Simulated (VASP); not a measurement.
# BaTiO3 (Cm) in VASP: further runs

BaTiO3 is run at these levels: r2SCAN+U; tasks: single point.

All numbers are computed with VASP 6.6.1; they aren't measurements. Logs are shortened: lines on timing, memory, paths and dates and some standing lists are left out, and cuts for length are marked.

### Step 1. The cell of the first run

The structure is monoclinic, space group Cm (No. 8). The conventional cell has a = 5.681 Å, b = 5.674 Å, c = 4.015 Å, α = 90.00°, β = 90.11°, γ = 90.00°. Ba (site symmetry m) has 12 O at 2.60 to 3.19 Å and 8 Ti at 3.43 to 3.54 Å within 3.6 Å. Ti (site symmetry m) has 3 O at 1.46 to 1.92 Å within 2.0 Å. Within 1.9 Å of O (site symmetry m) lie 1 Ti at 1.46 Å. O (site symmetry 1) has 2 Ti at 1.92 to 2.09 Å and 1 O at 2.30 Å within 2.6 Å.

### Step 2. Single point, r2SCAN+U (atom 3 (O) moved by (+0.600, +0.000) A along y and z)

POSCAR reads:

```
BaTiO3
1.0
    2.8368974874      1.6378835280      2.3209936158
   -2.8368974874      1.6378835280      2.3209936158
    0.0000000000     -3.2757670560      2.3209936158
Ba Ti O
1 1 3
Direct
    0.9999656897      0.9999656897      0.9999656897
    0.5077048750      0.5077048750      0.5077048750
    0.5533083409      0.5533083409      0.8644127536
    0.4922539385      0.9865215584      0.4922539385
    0.9865215584      0.4922539385      0.4922539385
```

INCAR.step1 reads:

```
PREC = Accurate
ENCUT = 520
ISMEAR = 0
SIGMA = 0.05
LREAL = F
LASPH = T
NELM = 150
LMAXMIX = 4
LDAU = T
LDAUTYPE = 2
LDAUL = -1 2 -1
LDAUU = 0 4 0
LDAUJ = 0 0 0
NBANDS = 28
GGA = PE
ALGO = Normal
EDIFF = 1E-4
LWAVE = T
LCHARG = F
```

INCAR.step2 reads:

```
PREC = Accurate
ENCUT = 520
EDIFF = 1E-6
ISMEAR = 0
SIGMA = 0.05
LREAL = F
LASPH = T
NELM = 150
ALGO = Normal
ISIF = 2
LWAVE = F
LCHARG = F
LMAXMIX = 4
LDAU = T
LDAUTYPE = 2
LDAUL = -1 2 -1
LDAUU = 0 4 0
LDAUJ = 0 0 0
LDAUPRINT = 1
METAGGA = R2SCAN
LMIXTAU = T
NBANDS = 28
ISTART = 1
```

KPOINTS reads:

```
regular mesh
0
Gamma
  6 6 6
```

Potentials or basis: VASP PAW PBE potentials, release 64 (Ba_sv, Ti_sv, O).

Command:

```sh
> cat potpaw_PBE.64/Ba_sv/POTCAR potpaw_PBE.64/Ti_sv/POTCAR potpaw_PBE.64/O/POTCAR > POTCAR
> cp INCAR.step1 INCAR
> mpirun -np 1 vasp_std > vasp.out
> cp INCAR.step2 INCAR
> mpirun -np 1 vasp_std > vasp.out
```

OUTCAR:

```text
PREC = Accurate
   ENCUT = 520
   EDIFF = 1E-6
   ISMEAR = 0
   LREAL = F
   LASPH = T
   NELM = 150
   ISIF = 2
   METAGGA = R2SCAN
   ISTART = 1

 ion  position               nearest neighbor table
   1  1.000  1.000  1.000-   3 2.60   4 2.80   5 2.80   5 2.84   4 2.84   4 2.84   5 2.84   5 2.89
                             4 2.89   3 2.90   3 2.90   3 3.19   2 3.43   2 3.46   2 3.46   2 3.46
   2  0.508  0.508  0.508-   3 1.46   4 1.92   5 1.92   4 2.09   5 2.09   1 3.43   1 3.46   1 3.46
                             1 3.46   1 3.49   1 3.49   1 3.49   1 3.54
   3  0.553  0.553  0.864-   2 1.46   1 2.60   1 2.90   1 2.90   1 3.19
   4  0.492  0.987  0.492-   2 1.92   2 2.09   1 2.80   1 2.84   1 2.84   1 2.89
   5  0.987  0.492  0.492-   2 1.92   2 2.09   1 2.80   1 2.84   1 2.84   1 2.89

  LATTYP: Found a trigonal (rhomboedric) cell.
 ALAT       =     4.0146807058
 COS(alpha) =     0.0013455092

  Lattice vectors:

 A1 = (   2.8368974874,   1.6378835280,   2.3209936158)
 A2 = (  -2.8368974874,   1.6378835280,   2.3209936158)
 A3 = (   0.0000000000,  -3.2757670560,   2.3209936158)

Analysis of symmetry for initial positions (statically):
=====================================================================
 Subroutine PRICEL returns:
 Original cell was already a primitive cell.

 Routine SETGRP: Setting up the symmetry group for a
 trigonal (rhombohedral) supercell.

 Subroutine GETGRP returns: Found  2 space group operations
 (whereof  2 operations were pure point group operations)
 out of a pool of 12 trial point group operations.

The static configuration has the point symmetry C_1h.

Analysis of symmetry for dynamics (positions and initial velocities):
=====================================================================
 Subroutine PRICEL returns:
 Original cell was already a primitive cell.

 Routine SETGRP: Setting up the symmetry group for a
 trigonal (rhombohedral) supercell.

 Subroutine GETGRP returns: Found  2 space group operations
 (whereof  2 operations were pure point group operations)
 out of a pool of 12 trial point group operations.

The dynamic configuration has the point symmetry C_1h.

 Subroutine INISYM returns: Found  2 space group operations
 (whereof  2 operations are pure point group operations),
 and found     1 'primitive' translations

----------------------------------------------------------------------------------------

                                     Primitive cell

  volume of cell :      64.7071

  direct lattice vectors                    reciprocal lattice vectors
     2.836897487  1.637883528  2.320993616     0.176248878  0.101757337  0.143616652
    -2.836897487  1.637883528  2.320993616    -0.176248878  0.101757337  0.143616652
     0.000000000 -3.275767056  2.320993616     0.000000000 -0.203514675  0.143616652

  length of vectors
     4.014680706  4.014680706  4.014680706     0.249086261  0.249086261  0.249086261

  position of ions in fractional coordinates (direct lattice)
     0.999965690  0.999965690  0.999965690
     0.507704875  0.507704875  0.507704875
     0.553308341  0.553308341  0.864412754
     0.492253938  0.986521558  0.492253938
     0.986521558  0.492253938  0.492253938

  ion indices of the primitive-cell ions
   primitive index   ion index
                 1           1
                 2           2
                 3           3
                 4           4
                 5           5

----------------------------------------------------------------------------------------

 KPOINTS: regular mesh

Automatic generation of k-mesh.
 Grid dimensions read from file:
 generate k-points for:    6    6    6

 Generating k-lattice:

  Cartesian coordinates                     Fractional coordinates (reciprocal lattice)
     0.029374813  0.016959556  0.023936109     0.166666667  0.000000000  0.000000000
    -0.029374813  0.016959556  0.023936109     0.000000000  0.166666667  0.000000000
     0.000000000 -0.033919112  0.023936109     0.000000000  0.000000000  0.166666667

  Length of vectors
     0.041514377  0.041514377  0.041514377

  Shift w.r.t. Gamma in fractional coordinates (k-lattice)
     0.000000000  0.000000000  0.000000000

 Subroutine IBZKPT returns following result:
 ===========================================

 Found     68 irreducible k-points:

 Following reciprocal coordinates:
            Coordinates               Weight
  0.000000  0.000000  0.000000      1.000000
  0.166667  0.000000 -0.000000      4.000000
 -0.000000 -0.000000  0.166667      2.000000
  0.333333  0.000000 -0.000000      4.000000
 -0.000000 -0.000000  0.333333      2.000000
  0.500000  0.000000  0.000000      2.000000
[... 16 lines left out ...]
  0.500000  0.333333  0.000000      4.000000
  0.500000  0.000000 -0.333333      4.000000
 [... further k-points ...]
   k-points           NKPTS =     68   k-points in BZ     NKDIM =     68   number of bands    NBANDS=     28
   number of dos      NEDOS =    301   number of ions     NIONS =      5
   total plane-waves  NPLWV =  27000
   dimension x,y,z NGX =    30 NGY =   30 NGZ =   30
   dimension x,y,z NGXF=    60 NGYF=   60 NGZF=   60
   ions per type =               1   1   3
   NGX,Y,Z   is equivalent  to a cutoff of  12.42, 12.42, 12.42 a.u.
   NGXF,Y,Z  is equivalent  to a cutoff of  24.85, 24.85, 24.85 a.u.
 SYSTEM =  unknown system
   PREC   = accura    normal or accurate (medium, high low for compatibility)
   ISTART =      1    job   : 0-new  1-cont  2-samecut
   ICHARG =      0    charge: 1-file 2-atom 10-const
   ISPIN  =      1    spin polarized calculation?
   LNONCOLLINEAR =      F non collinear calculations
   LSORBIT =      F    spin-orbit coupling
   LASPH  =      T    aspherical Exc in radial PAW
   ENCUT  =  520.0 eV  38.22 Ry    6.18 a.u.   7.46  7.46  7.46*2*pi/ulx,y,z
   NELM   =    150;   NELMIN=  2; NELMDL=  0     # of ELM steps
   EDIFF  = 0.1E-05   stopping-criterion for ELM
   LREAL  =      F    real-space projection
[... 7 lines left out ...]
   TEBEG  =    0.0;   TEEND  =   0.0 temperature during run
   PSTRESS=    0.0 pullay stress
   NELECT =      40.0000    total number of electrons
   NUPDOWN=      -1.0000    fix difference up-down
   EMIN   =  10.00;   EMAX   =-10.00  energy-range for DOS
   EFERMI =   0.00;   METHOD = LEGACY
   ISMEAR =     0;   SIGMA  =   0.05  broadening in eV -4-tet -1-fermi 0-gaus
   EFERMI_NEDOS =   21; number of points for ismear=-14 and -15
   IALGO  =     38    algorithm
   IMIX   =      4    mixing-type and parameters
     AMIX     =   0.40;   BMIX     =  1.00
     AMIX_MAG =   1.60;   BMIX_MAG =  1.00
  volume/ion in A,a.u.               =      12.94        87.33
  Fermi-wavevector in a.u.,A,eV,Ry     =   1.394582  2.635379 26.461431  1.944860
  Thomas-Fermi vector in A             =   2.518118
   LORBIT       =      0    0 simple, 1 ext, 2 COOP (PROOUT), +10 PAW based schemes
 LDA+U is selected, type is set to LDAUTYPE =  2
   angular momentum for each species LDAUL =    -1    2   -1
   U (eV)           for each species LDAUU =   0.0  4.0  0.0
   J (eV)           for each species LDAUJ =   0.0  0.0  0.0
   METAGGA = R2SCAN    functional components
   LHFCALC =     F    Hartree Fock is set to
   AEXX    =    0.0000 exact exchange contribution
   IVDW    =     0    specifies the selected vdW correction
   LEPSILON=     F    determine dielectric tensor
   LRPA    =     F    only Hartree local field effects (RPA)
 non-spin polarized calculation
 Gauss-broadening in eV      SIGMA  =   0.05
  energy-cutoff  :      520.00
  volume of cell :       64.71
 maximum number of plane-waves:      1763
 NGX is ok and might be reduce to    30
   NGX = 15   NGY = 15   NGZ = 15

atom =   2  type =  2  l = 2

 onsite density matrix

spin component  1

  0.1837  0.0000  0.0000  0.0188  0.0000
  0.0000  0.3906 -0.0901  0.0000  0.1569
  0.0000 -0.0901  0.1777  0.0000 -0.0070
  0.0188  0.0000  0.0000  0.1966  0.0000
  0.0000  0.1569 -0.0070  0.0000  0.1806

spin component  2

  0.1837  0.0000  0.0000  0.0188  0.0000
  0.0000  0.3906 -0.0901  0.0000  0.1569
  0.0000 -0.0901  0.1777  0.0000 -0.0070
  0.0188  0.0000  0.0000  0.1966  0.0000
  0.0000  0.1569 -0.0070  0.0000  0.1806

 occupancies and eigenvectors

  o =  0.0803  v =  0.0000 -0.5037 -0.4112  0.0000  0.7598  0.0000  0.0000  0.0000  0.0000  0.0000      0.0000  0.0000  0.0000  0.0000  0.0000  0.0000  0.0000  0.0000  0.0000  0.0000
  o =  0.0803  v =  0.0000  0.0000  0.0000  0.0000  0.0000  0.0000 -0.5037 -0.4112  0.0000  0.7598      0.0000  0.0000  0.0000  0.0000  0.0000  0.0000  0.0000  0.0000  0.0000  0.0000
  o =  0.1703  v =  0.0000  0.0000  0.0000  0.0000  0.0000 -0.8138  0.0000  0.0000  0.5811  0.0000      0.0000  0.0000  0.0000  0.0000  0.0000  0.0000  0.0000  0.0000  0.0000  0.0000
  o =  0.1703  v = -0.8138  0.0000  0.0000  0.5811  0.0000  0.0000  0.0000  0.0000  0.0000  0.0000      0.0000  0.0000  0.0000  0.0000  0.0000  0.0000  0.0000  0.0000  0.0000  0.0000
  o =  0.1724  v =  0.0000  0.0000  0.0000  0.0000  0.0000  0.0000 -0.0140 -0.8755  0.0000 -0.4831      0.0000  0.0000  0.0000  0.0000  0.0000  0.0000  0.0000  0.0000  0.0000  0.0000
  o =  0.1724  v =  0.0000 -0.0140 -0.8755  0.0000 -0.4831  0.0000  0.0000  0.0000  0.0000  0.0000      0.0000  0.0000  0.0000  0.0000  0.0000  0.0000  0.0000  0.0000  0.0000  0.0000
  o =  0.2100  v = -0.5811  0.0000  0.0000 -0.8138  0.0000  0.0000  0.0000  0.0000  0.0000  0.0000      0.0000  0.0000  0.0000  0.0000  0.0000  0.0000  0.0000  0.0000  0.0000  0.0000
  o =  0.2100  v =  0.0000  0.0000  0.0000  0.0000  0.0000 -0.5811  0.0000  0.0000 -0.8138  0.0000      0.0000  0.0000  0.0000  0.0000  0.0000  0.0000  0.0000  0.0000  0.0000  0.0000
  o =  0.4962  v =  0.0000  0.8638 -0.2539  0.0000  0.4352  0.0000  0.0000  0.0000  0.0000  0.0000      0.0000  0.0000  0.0000  0.0000  0.0000  0.0000  0.0000  0.0000  0.0000  0.0000
  o =  0.4962  v =  0.0000  0.0000  0.0000  0.0000  0.0000  0.0000  0.8638 -0.2539  0.0000  0.4352      0.0000  0.0000  0.0000  0.0000  0.0000  0.0000  0.0000  0.0000  0.0000  0.0000

 number of electron      40.0000011 magnetization

 Free energy of the ion-electron system (eV)
  ---------------------------------------------------
  ext. energy  EPLUGINS =         0.00000000
  ---------------------------------------------------
  free energy    TOTEN  =       -67.88073761 eV

  energy without entropy =      -67.88073761  energy(sigma->0) =      -67.88073761

 E-fermi :   4.4135     XC(G=0): -11.7382

 val. band max:        4.0361117731   @ k =   0.5000   0.5000   0.5000
 cond. band min:       7.5848915257   @ k =   0.0000   0.0000   0.0000
 fundamental gap:      3.5487797527
 Fermi energy:         4.4135087939

 k-point     1 :       0.0000    0.0000    0.0000
  band No.  band energies     occupation
      1     -54.8438      2.00000
      2     -31.4003      2.00000
      3     -29.7796      2.00000
      4     -29.7788      2.00000
      5     -22.1834      2.00000
      6     -14.3318      2.00000
[... 20 lines left out ...]
     27      10.6262      0.00000
     28      11.2946      0.00000

 k-point     2 :       0.1667    0.0000   -0.0000
  band No.  band energies     occupation
      1     -54.8436      2.00000
      2     -31.4000      2.00000
      3     -29.7939      2.00000
      4     -29.7787      2.00000
      5     -22.1550      2.00000
      6     -14.3766      2.00000
[... 20 lines left out ...]
     27      10.7940      0.00000
     28      11.9731      0.00000

 k-point     3 :      -0.0000   -0.0000    0.1667
  band No.  band energies     occupation
      1     -54.8436      2.00000
      2     -31.4116      2.00000
      3     -29.7791      2.00000
      4     -29.7785      2.00000
      5     -22.1550      2.00000
      6     -14.2723      2.00000
[... 616 lines left out ...]
      3     -29.8346      2.00000
      4     -29.8195      2.00000
      5     -22.0101      2.00000
      6     -14.3763      2.00000
[... 20 lines left out ...]
     27      12.6463      0.00000
     28      13.4143      0.00000

 k-point    24 :       0.5000    0.0000   -0.3333
  band No.  band energies     occupation
      1     -54.8419      2.00000
      2     -31.4314      2.00000
      3     -29.8347      2.00000
      4     -29.7759      2.00000
      5     -22.0148      2.00000
      6     -14.1568      2.00000
[... 20 lines left out ...]
     27      12.4171      0.00000
     28      13.4781      0.00000

 [... further k-points ...]

------------------------ aborting loop because EDIFF is reached ----------------------------------------

  FORCE on cell =-STRESS in cart. coord.  units (eV):
  Direction    XX          YY          ZZ          XY          YZ          ZX
  --------------------------------------------------------------------------------------
  -------------------------------------------------------------------------------------
  Total        5.8036209     19.8246045     16.5241617      0.0000000    -12.1440838      0.0000000
  in kB      143.7003303    490.8663497    409.1458644      0.0000000   -300.6931146      0.0000000
  external PRESSURE =     347.9041815 kB  Pullay stress =       0.0000000 kB

 VOLUME and BASIS-vectors are now :
 -----------------------------------------------------------------------------
  energy-cutoff  :      520.00
  volume of cell :       64.71
      direct lattice vectors                 reciprocal lattice vectors
     2.836897487  1.637883528  2.320993616     0.176248878  0.101757337  0.143616652
    -2.836897487  1.637883528  2.320993616    -0.176248878  0.101757337  0.143616652
     0.000000000 -3.275767056  2.320993616     0.000000000 -0.203514675  0.143616652

 POSITION                                       TOTAL-FORCE (eV/Angst)
 -----------------------------------------------------------------------------------
      0.00000      0.00000      6.96274         0.000000      0.445840      0.247025
      0.00000      0.00000      3.53514         0.000000     11.554103    -12.835116
      0.00000     -1.01911      4.57475         0.000000    -16.519394     12.514474
     -1.40219      0.80955      4.57475        -1.641652      2.259726      0.036808
      1.40219      0.80955      4.57475         1.641652      2.259726      0.036808
 -----------------------------------------------------------------------------------
    total drift:                               -0.000000      0.002725      0.004937

  FREE ENERGIE OF THE ION-ELECTRON SYSTEM (eV)
  ---------------------------------------------------
  free  energy   TOTEN  =       -67.8807376106 eV

  energy  without entropy=      -67.8807376106  energy(sigma->0) =      -67.88073761
```

Run time: 7.9 min. Hardware: 1 thread of Intel Xeon Platinum 8259CL at 2.50GHz (Skylake/Cascade Lake), shared host; peak memory 0.26 GiB.

What came out:

- Free energy: -67.8807 eV
- Pressure: 34.8 GPa
- Largest force: 20.724 eV/Å
- Band gap on the k mesh: 3.55 eV (least direct gap 4.08 eV)

Forces in eV/Å, atoms in the order of the input:
```
Ba    0.000   0.446   0.247
Ti    0.000  11.554 -12.835
O     0.000 -16.519  12.514
O    -1.642   2.260   0.037
O     1.642   2.260   0.037
```

Stress tensor (GPa, compression positive):
```
 14.37   0.00   0.00
  0.00  49.09 -30.07
  0.00 -30.07  40.91
```

Eigenvalues of the final occupation matrices:
```
    site  spin  trace               eigenvalues
site 2 d     1   1.13  0.08 0.17 0.17 0.21 0.50
site 2 d     2   1.13  0.08 0.17 0.17 0.21 0.50
```

Caveat: the cell differs from its parent crystal (atom 3 (O) moved by (+0.600, +0.000) A along y and z); atoms lie so close that the PAW spheres overlap strongly, which falsifies energies and pressures; the stress differs along the axes, from 14 to 49 GPa; the PAW data sets were made with another functional, which shifts forces and pressure a little; spin-orbit coupling is left out, which moves the levels of the heavy elements. A k mesh can miss the band edges.

(Part 1 of 2 ends here.)
